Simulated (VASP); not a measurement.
# ZnH2 (P-4m2) in VASP: notebook

The runs below take ZnH2 through single point, relaxation of cell and atoms, with PBE.

Program: VASP 6.6.1. These are calculated values, not measurements. Logs are shortened: lines on timing, memory, paths and dates and some standing lists are left out, and cuts for length are marked.

### Step 1. The cell of the first run

The structure is tetragonal, space group P-4m2 (No. 115). The conventional cell has a = 2.875 Å, b = 2.875 Å, c = 3.615 Å, α = 90.00°, β = 90.00°, γ = 90.00°. Zn (site symmetry -4m2) has 4 H at 1.70 Å within 2.3 Å. H (site symmetry 2mm) has 2 Zn at 1.70 Å within 2.3 Å.

### Step 2. Single point, PBE

INCAR reads:

```
SYSTEM = ZnH2
PREC = Accurate ; ENCUT = 520
EDIFF = 1E-6 ; ISMEAR = 0
SIGMA = 0.1 ; LREAL = .FALSE.
LASPH = .TRUE. ; NELM = 100
ALGO = Normal ; ISIF = 2
LWAVE = .FALSE. ; LCHARG = .FALSE.
GGA = PE ; NBANDS = 14
```

KPOINTS reads:

```
Automatic mesh
0
G
  6 6 6
  0 0 0
```

POSCAR reads:

```
ZnH2
1.0
    2.8749536780      0.0000000000      0.0000000000
    0.0000000000      2.8749536780      0.0000000000
    0.0000000000      0.0000000000      3.6148001656
Zn H
1 2
Direct
    0.0000000000      0.0000000000      0.5000000000
    0.0000000000      0.5000000000      0.7509055336
    0.5000000000      0.0000000000      0.2490944664
```

Potentials or basis: VASP PAW PBE potentials, release 64 (Zn, H).

Command:

```sh
$ cat potpaw_PBE.64/Zn/POTCAR potpaw_PBE.64/H/POTCAR > POTCAR
$ mpirun -np 1 vasp_std > vasp.out
```

OUTCAR:

```text
SYSTEM = ZnH2
   PREC = Accurate
   ENCUT = 520
   EDIFF = 1E-6
   ISMEAR = 0
   LREAL = .FALSE.
   LASPH = .TRUE.
   NELM = 100
   ISIF = 2
   GGA = PE

 ion  position               nearest neighbor table
   1  0.000  0.000  0.500-   2 1.70   3 1.70   2 1.70   3 1.70
   2  0.000  0.500  0.751-   1 1.70   1 1.70
   3  0.500  0.000  0.249-   1 1.70   1 1.70

  LATTYP: Found a simple tetragonal cell.
 ALAT       =     2.8749536780
 C/A-ratio  =     1.2573420550

  Lattice vectors:

 A1 = (   2.8749536780,   0.0000000000,   0.0000000000)
 A2 = (   0.0000000000,   2.8749536780,   0.0000000000)
 A3 = (   0.0000000000,   0.0000000000,   3.6148001656)

Analysis of symmetry for initial positions (statically):
=====================================================================
 Subroutine PRICEL returns:
 Original cell was already a primitive cell.

 Routine SETGRP: Setting up the symmetry group for a
 simple tetragonal supercell.

 Subroutine GETGRP returns: Found  8 space group operations
 (whereof  8 operations were pure point group operations)
 out of a pool of 16 trial point group operations.

The static configuration has the point symmetry D_2d.

Analysis of symmetry for dynamics (positions and initial velocities):
=====================================================================
 Subroutine PRICEL returns:
 Original cell was already a primitive cell.

 Routine SETGRP: Setting up the symmetry group for a
 simple tetragonal supercell.

 Subroutine GETGRP returns: Found  8 space group operations
 (whereof  8 operations were pure point group operations)
 out of a pool of 16 trial point group operations.

The dynamic configuration has the point symmetry D_2d.

 Subroutine INISYM returns: Found  8 space group operations
 (whereof  8 operations are pure point group operations),
 and found     1 'primitive' translations

----------------------------------------------------------------------------------------

                                     Primitive cell

  volume of cell :      29.8776

  direct lattice vectors                    reciprocal lattice vectors
     2.874953678  0.000000000  0.000000000     0.347831691  0.000000000  0.000000000
     0.000000000  2.874953678  0.000000000     0.000000000  0.347831691  0.000000000
     0.000000000  0.000000000  3.614800166     0.000000000  0.000000000  0.276640465

  length of vectors
     2.874953678  2.874953678  3.614800166     0.347831691  0.347831691  0.276640465

  position of ions in fractional coordinates (direct lattice)
     0.000000000  0.000000000  0.500000000
     0.000000000  0.500000000  0.750905534
     0.500000000  0.000000000  0.249094466

  ion indices of the primitive-cell ions
   primitive index   ion index
                 1           1
                 2           2
                 3           3

----------------------------------------------------------------------------------------

 KPOINTS: Automatic mesh

Automatic generation of k-mesh.
 Grid dimensions read from file:
 generate k-points for:    6    6    6

 Generating k-lattice:

  Cartesian coordinates                     Fractional coordinates (reciprocal lattice)
     0.057971949  0.000000000  0.000000000     0.166666667  0.000000000  0.000000000
     0.000000000  0.057971949  0.000000000     0.000000000  0.166666667  0.000000000
     0.000000000  0.000000000  0.046106744     0.000000000  0.000000000  0.166666667

  Length of vectors
     0.057971949  0.057971949  0.046106744

  Shift w.r.t. Gamma in fractional coordinates (k-lattice)
     0.000000000  0.000000000  0.000000000

 Subroutine IBZKPT returns following result:
 ===========================================

 Found     40 irreducible k-points:

 Following reciprocal coordinates:
            Coordinates               Weight
  0.000000  0.000000  0.000000      1.000000
  0.166667  0.000000  0.000000      4.000000
  0.333333  0.000000  0.000000      4.000000
  0.500000  0.000000  0.000000      2.000000
  0.166667  0.166667  0.000000      4.000000
  0.333333  0.166667  0.000000      8.000000
[... 16 lines left out ...]
  0.333333  0.000000  0.333333      8.000000
  0.500000  0.000000  0.333333      4.000000
 [... further k-points ...]
   k-points           NKPTS =     40   k-points in BZ     NKDIM =     40   number of bands    NBANDS=     14
   number of dos      NEDOS =    301   number of ions     NIONS =      3
   total plane-waves  NPLWV =  16128
   dimension x,y,z NGX =    24 NGY =   24 NGZ =   28
   dimension x,y,z NGXF=    48 NGYF=   48 NGZF=   56
   ions per type =               1   2
   NGX,Y,Z   is equivalent  to a cutoff of  13.88, 13.88, 12.88 a.u.
   NGXF,Y,Z  is equivalent  to a cutoff of  27.76, 27.76, 25.75 a.u.
 SYSTEM =  ZnH2
   PREC   = accura    normal or accurate (medium, high low for compatibility)
   ISTART =      0    job   : 0-new  1-cont  2-samecut
   ICHARG =      2    charge: 1-file 2-atom 10-const
   ISPIN  =      1    spin polarized calculation?
   LNONCOLLINEAR =      F non collinear calculations
   LSORBIT =      F    spin-orbit coupling
   LASPH  =      T    aspherical Exc in radial PAW
   ENCUT  =  520.0 eV  38.22 Ry    6.18 a.u.   5.35  5.35  6.72*2*pi/ulx,y,z
   NELM   =    100;   NELMIN=  2; NELMDL= -5     # of ELM steps
   EDIFF  = 0.1E-05   stopping-criterion for ELM
   LREAL  =      F    real-space projection
   EDIFFG = 0.1E-04   stopping-criterion for IOM
   NSW    =      0    number of steps for IOM
   IBRION =     -1    ionic relax: 0-MD 1-quasi-New 2-CG
   NFREE  =      0    steps in history (QN), initial steepest desc. (CG)
   ISIF   =      2    stress and relaxation
   ISYM   =      2    0-nonsym 1-usesym 2-fastsym
   POTIM  = 0.5000    time-step for ionic-motion
   TEBEG  =    0.0;   TEEND  =   0.0 temperature during run
   PSTRESS=    0.0 pullay stress
   NELECT =      14.0000    total number of electrons
   NUPDOWN=      -1.0000    fix difference up-down
   EMIN   =  10.00;   EMAX   =-10.00  energy-range for DOS
   EFERMI =   0.00;   METHOD = LEGACY
   ISMEAR =     0;   SIGMA  =   0.10  broadening in eV -4-tet -1-fermi 0-gaus
   EFERMI_NEDOS =   21; number of points for ismear=-14 and -15
   IALGO  =     38    algorithm
   IMIX   =      4    mixing-type and parameters
     AMIX     =   0.40;   BMIX     =  1.00
     AMIX_MAG =   1.60;   BMIX_MAG =  1.00
  volume/ion in A,a.u.               =       9.96        67.21
  Fermi-wavevector in a.u.,A,eV,Ry     =   1.271556  2.402893 21.998645  1.616855
  Thomas-Fermi vector in A             =   2.404483
   LORBIT       =      0    0 simple, 1 ext, 2 COOP (PROOUT), +10 PAW based schemes
   GGA     = PE    functional components
   LHFCALC =     F    Hartree Fock is set to
   AEXX    =    0.0000 exact exchange contribution
   IVDW    =     0    specifies the selected vdW correction
   LEPSILON=     F    determine dielectric tensor
   LRPA    =     F    only Hartree local field effects (RPA)
 non-spin polarized calculation
 Gauss-broadening in eV      SIGMA  =   0.10
  energy-cutoff  :      520.00
  volume of cell :       29.88
 maximum number of plane-waves:       824
 NGX is ok and might be reduce to    24
   NGX = 11   NGY = 11   NGZ = 13

 number of electron      13.9999977 magnetization

 Free energy of the ion-electron system (eV)
  ---------------------------------------------------
  ext. energy  EPLUGINS =         0.00000000
  ---------------------------------------------------
  free energy    TOTEN  =        -7.34906058 eV

  energy without entropy =       -7.34906058  energy(sigma->0) =       -7.34906058

 E-fermi :  -0.1191     XC(G=0):  -9.3057

 val. band max:       -0.6241151196   @ k =   0.1667   0.1667   0.0000
 cond. band min:       0.5748650518   @ k =   0.5000   0.0000   0.5000
 fundamental gap:      1.1989801714
 Fermi energy:        -0.1190892785

 k-point     1 :       0.0000    0.0000    0.0000
  band No.  band energies     occupation
      1      -9.2646      2.00000
      2      -7.6203      2.00000
      3      -6.9096      2.00000
      4      -6.5787      2.00000
      5      -6.5787      2.00000
      6      -6.3769      2.00000
      7      -0.7856      2.00000
      8       6.6616      0.00000
      9       9.9029      0.00000
     10      10.1036      0.00000
     11      10.1036      0.00000
     12      12.8358      0.00000
     13      14.7239      0.00000
     14      22.6735      0.00000

 k-point     2 :       0.1667    0.0000    0.0000
  band No.  band energies     occupation
      1      -8.8270      2.00000
      2      -7.5397      2.00000
      3      -6.8695      2.00000
      4      -6.6501      2.00000
      5      -6.5722      2.00000
      6      -6.4296      2.00000
      7      -0.6986      2.00000
      8       5.9741      0.00000
      9       7.0621      0.00000
     10      10.6502      0.00000
     11      11.8527      0.00000
     12      12.1135      0.00000
     13      17.4177      0.00000
     14      19.3807      0.00000

 k-point     3 :       0.3333    0.0000    0.0000
  band No.  band energies     occupation
      1      -7.9505      2.00000
      2      -7.3659      2.00000
      3      -6.7816      2.00000
      4      -6.5592      2.00000
      5      -6.5325      2.00000
      6      -6.3139      2.00000
      7      -1.7402      2.00000
      8       4.0925      0.00000
      9       8.0657      0.00000
     10       9.6609      0.00000
     11      12.1410      0.00000
     12      13.4539      0.00000
     13      14.1472      0.00000
     14      18.2637      0.00000
[... 324 lines left out ...]
 k-point    23 :       0.3333    0.0000    0.3333
  band No.  band energies     occupation
      1      -7.6951      2.00000
      2      -7.4266      2.00000
      3      -6.6320      2.00000
      4      -6.5805      2.00000
      5      -6.5294      2.00000
      6      -5.7367      2.00000
      7      -2.4215      2.00000
      8       2.1190      0.00000
      9       5.6430      0.00000
     10      12.5388      0.00000
     11      13.0623      0.00000
     12      15.1247      0.00000
     13      17.0461      0.00000
     14      19.0049      0.00000

 k-point    24 :       0.5000    0.0000    0.3333
  band No.  band energies     occupation
      1      -7.5740      2.00000
      2      -7.4891      2.00000
      3      -6.5793      2.00000
      4      -6.5729      2.00000
      5      -6.5562      2.00000
      6      -3.9424      2.00000
      7      -3.4412      2.00000
      8       1.4441      0.00000
      9       3.7894      0.00000
     10      13.8254      0.00000
     11      14.3500      0.00000
     12      14.6228      0.00000
     13      18.2269      0.00000
     14      18.3823      0.00000

 [... further k-points ...]
[... 5 lines left out ...]
  --------------------------------------------------------------------------------------
  -------------------------------------------------------------------------------------
  Total        0.0841449      0.0841449      0.6358898      0.0000000      0.0000000      0.0000000
  in kB        4.5122401      4.5122401     34.0993753      0.0000000      0.0000000      0.0000000
  external PRESSURE =      14.3746185 kB  Pullay stress =       0.0000000 kB

 VOLUME and BASIS-vectors are now :
 -----------------------------------------------------------------------------
  energy-cutoff  :      520.00
  volume of cell :       29.88
      direct lattice vectors                 reciprocal lattice vectors
     2.874953678  0.000000000  0.000000000     0.347831691  0.000000000  0.000000000
     0.000000000  2.874953678  0.000000000     0.000000000  0.347831691  0.000000000
     0.000000000  0.000000000  3.614800166     0.000000000  0.000000000  0.276640465

 POSITION                                       TOTAL-FORCE (eV/Angst)
 -----------------------------------------------------------------------------------
      0.00000      0.00000      1.80740         0.000000     -0.000000      0.000000
      0.00000      1.43748      2.71437        -0.000000      0.000000      0.004855
      1.43748      0.00000      0.90043         0.000000      0.000000     -0.004855
 -----------------------------------------------------------------------------------
    total drift:                                0.000000     -0.000000      0.000000

  FREE ENERGIE OF THE ION-ELECTRON SYSTEM (eV)
  ---------------------------------------------------
  free  energy   TOTEN  =        -7.3490605847 eV

  energy  without entropy=       -7.3490605847  energy(sigma->0) =       -7.34906058
```

Run time: 18 s. Hardware: 1 thread of AMD EPYC 7R43 (Zen 3), shared host; peak memory 0.11 GiB.

What came out:

```
Free energy            : -7.3491 eV
Pressure               : 1.4 GPa
Largest force          : 0.005 eV/Å
Band gap on the k mesh : 1.20 eV, indirect (least direct gap 3.70 eV)
```

Forces in eV/Å, atoms in the order of the input:
```
Zn   0.000  0.000  0.000
H    0.000  0.000  0.005
H    0.000  0.000 -0.005
```

### Step 3. Single point, PBE

This run uses another cell than the first one, of 12.54 Å³/atom, 1.259 times its volume.

INCAR reads:

```
SYSTEM = ZnH2
PREC = Accurate
ENCUT = 520
EDIFF = 1E-6
ISMEAR = 0
SIGMA = 0.1
LREAL = .False.
LASPH = .True.
NELM = 100
ALGO = Normal
ISIF = 2
LWAVE = .False.
LCHARG = .False.
GGA = PE
NBANDS = 14
```

KPOINTS reads:

```
regular mesh
0
Gamma
  6 6 6
  0 0 0
```

POSCAR reads:

```
ZnH2
1.0
    2.8342199686      0.0000000000      0.0000000000
    0.0000000000      2.8342199686      0.0000000000
    0.0000000000      0.0000000000      4.6837680610
Zn H
1 2
Direct
    0.0000000000      0.0000000000      0.5000000000
    0.0000000000      0.5000000000      0.7015602930
    0.5000000000      0.0000000000      0.2984397070
```

Potentials or basis: VASP PAW PBE potentials, release 64 (Zn, H).

Command:

```sh
$ cat potpaw_PBE.64/Zn/POTCAR potpaw_PBE.64/H/POTCAR > POTCAR
$ mpirun -np 1 vasp_std > vasp.out
```

OUTCAR:

```text
SYSTEM = ZnH2
   PREC = Accurate
   ENCUT = 520
   EDIFF = 1E-6
   ISMEAR = 0
   LREAL = .False.
   LASPH = .True.
   NELM = 100
   ISIF = 2
   GGA = PE

 ion  position               nearest neighbor table
   1  0.000  0.000  0.500-   2 1.70   3 1.70   2 1.70   3 1.70
   2  0.000  0.500  0.702-   1 1.70   1 1.70
   3  0.500  0.000  0.298-   1 1.70   1 1.70

  LATTYP: Found a simple tetragonal cell.
 ALAT       =     2.8342199686
 C/A-ratio  =     1.6525774685

  Lattice vectors:

 A1 = (   2.8342199686,   0.0000000000,   0.0000000000)
 A2 = (   0.0000000000,   2.8342199686,   0.0000000000)
 A3 = (   0.0000000000,   0.0000000000,   4.6837680610)

Analysis of symmetry for initial positions (statically):
=====================================================================
 Subroutine PRICEL returns:
 Original cell was already a primitive cell.

 Routine SETGRP: Setting up the symmetry group for a
 simple tetragonal supercell.

 Subroutine GETGRP returns: Found  8 space group operations
 (whereof  8 operations were pure point group operations)
 out of a pool of 16 trial point group operations.

The static configuration has the point symmetry D_2d.
[... 180 lines left out ...]
      8       3.2820      0.00000
      9       9.1261      0.00000
     10      10.0456      0.00000
     11      10.0456      0.00000
     12      10.1206      0.00000
     13      14.8541      0.00000
     14      19.0312      0.00000
[... 377 lines left out ...]
      1      -8.6146      2.00000
      2      -8.4902      2.00000
      3      -7.6212      2.00000
      4      -7.6178      2.00000
      5      -7.5830      2.00000
      6      -4.9222      2.00000
      7      -4.5889      2.00000
      8       0.6709      0.00000
      9       2.9032      0.00000
     10      10.4572      0.00000
     11      10.7365      0.00000
     12      13.7458      0.00000
     13      14.4605      0.00000
     14      15.1733      0.00000

 [... further k-points ...]

------------------------ aborting loop because EDIFF is reached ----------------------------------------

  FORCE on cell =-STRESS in cart. coord.  units (eV):
  Direction    XX          YY          ZZ          XY          YZ          ZX
  --------------------------------------------------------------------------------------
  -------------------------------------------------------------------------------------
  Total        0.0304818      0.0304818      0.0835981      0.0000000      0.0000000     -0.0000000
  in kB        1.2980415      1.2980415      3.5599550      0.0000000      0.0000000     -0.0000000
  external PRESSURE =       2.0520127 kB  Pullay stress =       0.0000000 kB

 VOLUME and BASIS-vectors are now :
 -----------------------------------------------------------------------------
  energy-cutoff  :      520.00
  volume of cell :       37.62
      direct lattice vectors                 reciprocal lattice vectors
     2.834219969  0.000000000  0.000000000     0.352830765  0.000000000  0.000000000
     0.000000000  2.834219969  0.000000000     0.000000000  0.352830765  0.000000000
     0.000000000  0.000000000  4.683768061     0.000000000  0.000000000  0.213503313

 POSITION                                       TOTAL-FORCE (eV/Angst)
 -----------------------------------------------------------------------------------
      0.00000      0.00000      2.34188        -0.000000     -0.000000      0.000000
      0.00000      1.41711      3.28595         0.000000      0.000000      0.024303
      1.41711      0.00000      1.39782         0.000000      0.000000     -0.024303
 -----------------------------------------------------------------------------------
    total drift:                                0.000000     -0.000000      0.000000

  FREE ENERGIE OF THE ION-ELECTRON SYSTEM (eV)
  ---------------------------------------------------
  free  energy   TOTEN  =        -7.4226829383 eV

  energy  without entropy=       -7.4226829383  energy(sigma->0) =       -7.42268294
```

OSZICAR:

```text
N       E                     dE             d eps       ncg     rms          rms(c)
DAV:   1     0.535231132029E+02    0.53523E+02   -0.66774E+03  1120   0.114E+03
DAV:   2    -0.480015444293E+01   -0.58323E+02   -0.54648E+02  1252   0.223E+02
DAV:   3    -0.808292489731E+01   -0.32828E+01   -0.32758E+01  1378   0.513E+01
DAV:   4    -0.810257501524E+01   -0.19650E-01   -0.19649E-01  1276   0.452E+00
DAV:   5    -0.810260852249E+01   -0.33507E-04   -0.33507E-04  1378   0.168E-01    0.585E+00
DAV:   6    -0.755264060921E+01    0.54997E+00   -0.92646E-01  1360   0.282E+01    0.396E+00
DAV:   7    -0.743050161098E+01    0.12214E+00   -0.29264E-01  1216   0.485E+00    0.108E+00
DAV:   8    -0.742145700313E+01    0.90446E-02   -0.26712E-02  1274   0.205E+00    0.260E-01
DAV:   9    -0.742255341040E+01   -0.10964E-02   -0.54664E-03  1204   0.527E-01    0.533E-02
DAV:  10    -0.742265234835E+01   -0.98938E-04   -0.20231E-04  1258   0.216E-01    0.191E-02
DAV:  11    -0.742268073646E+01   -0.28388E-04   -0.34349E-05  1198   0.699E-02    0.314E-03
DAV:  12    -0.742268273320E+01   -0.19967E-05   -0.51373E-06  1288   0.328E-02    0.265E-03
DAV:  13    -0.742268293835E+01   -0.20515E-06   -0.76568E-07  1102   0.846E-03
   1 F= -.74226829E+01 E0= -.74226829E+01  d E =-.811153E-13
```

stdout:

```text
POSCAR found type information on POSCAR ZnH
 POSCAR found :  2 types and       3 ions
 scaLAPACK will be used
 LDA part: xc-table for (Slater+PW92), standard interpolation
 POSCAR, INCAR and KPOINTS ok, starting setup
 FFT: planning ... GRIDC
 FFT: planning ... GRID_SOFT
 FFT: planning ... GRID
 WAVECAR not read
 entering main loop
```

Wall time 21 s (1 thread of AMD EPYC 7R43 (Zen 3), shared host); peak memory 0.12 GiB.

What came out:

| Item | Value |
| --- | --- |
| Free energy | -7.4227 eV |
| Pressure | 0.2 GPa |
| Largest force | 0.024 eV/Å |
| Band gap on the k mesh | 2.83 eV, indirect (least direct gap 4.56 eV) |

Forces on the atoms (eV/Å):
```
Zn   0.000  0.000  0.000
H    0.000  0.000  0.024
H    0.000  0.000 -0.024
```

Levels at points of the mesh, in eV from the valence-band top:
```
           k point  band 3  band 4  band 5  band 6  band 7  band 8  band 9  band 10  band 11  band 12
(0.00, 0.00, 0.00)   -5.38   -5.20   -5.20   -4.98   -1.24    5.70   11.54    12.46    12.46    12.54
(0.50, 0.00, 0.00)   -5.23   -5.20   -5.16   -2.61   -2.32    4.04    6.72    10.13    10.28    15.99
(0.50, 0.50, 0.00)   -5.65   -5.14   -4.84   -0.58   -0.58    3.98    7.79     9.51    10.13    10.13
(0.00, 0.00, 0.50)   -5.26   -5.20   -5.20   -4.98   -2.41    8.97   10.27    12.73    12.73    13.69
(0.50, 0.00, 0.50)   -5.20   -5.19   -5.17   -2.47   -2.12    2.83    5.00    14.28    14.67    16.22
(0.50, 0.50, 0.50)   -5.65   -5.12   -4.84   -0.45   -0.45    4.41    7.80     8.42     8.68     8.68
```

[end of part 1 of 2]
